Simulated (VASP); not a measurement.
A run of VASP 6.6.1 is set up as follows.

File POSCAR:

```
BP
1.0
    0.0000000000      2.2988586873      2.2988586873
    2.2988586873      0.0000000000      2.2988586873
    2.2988586873      2.2988586873      0.0000000000
B P
1 1
Direct
    0.0000000000      0.0000000000      0.0000000000
    0.2500000000      0.2500000000      0.2500000000
```

INCAR.step1

```
SYSTEM = BP
  PREC = Accurate
  ENCUT = 550
  ISMEAR = 0
  SIGMA = 0.01
  LREAL = .FALSE.
  LASPH = .TRUE.
  NELM = 120
  NBANDS = 11
  GGA = PE
  ALGO = Normal
  EDIFF = 1E-5
  LWAVE = .TRUE.
  LCHARG = .FALSE.
  GGA_COMPAT = .FALSE.
```

File INCAR.step2:

```
SYSTEM = BP
  PREC = Accurate
  ENCUT = 550
  EDIFF = 1E-6
  ISMEAR = 0
  SIGMA = 0.01
  LREAL = .FALSE.
  LASPH = .TRUE.
  NELM = 120
  ALGO = Normal
  ISIF = 2
  LWAVE = .FALSE.
  LCHARG = .TRUE.
  METAGGA = R2SCAN
  LMIXTAU = .TRUE.
  LELF = .TRUE.
  LVHAR = .TRUE.
  NBANDS = 11
  ISTART = 1
  GGA_COMPAT = .FALSE.
```

KPOINTS

```
Automatic mesh
0
G
  6 6 6
  0 0 0
```

Potentials or basis: VASP PAW PBE potentials, release 64 (B, P).

Command:

```bash
$ cat potpaw_PBE.64/B/POTCAR potpaw_PBE.64/P/POTCAR > POTCAR
$ cp INCAR.step1 INCAR
$ mpirun -np 1 vasp_std > vasp.out
$ cp INCAR.step2 INCAR
$ mpirun -np 1 vasp_std > vasp.out
```

Question: Estimate the pressure.

Answer: -6.7 GPa.

Question: Estimate the band gap on the k mesh.

Answer: 1.61 eV, indirect (least direct gap 3.58 eV).

Caveat: the PAW data sets were made with another functional, which shifts forces and pressure a little. r2SCAN opens gaps a little over a GGA but as a rule still falls short of measured ones.
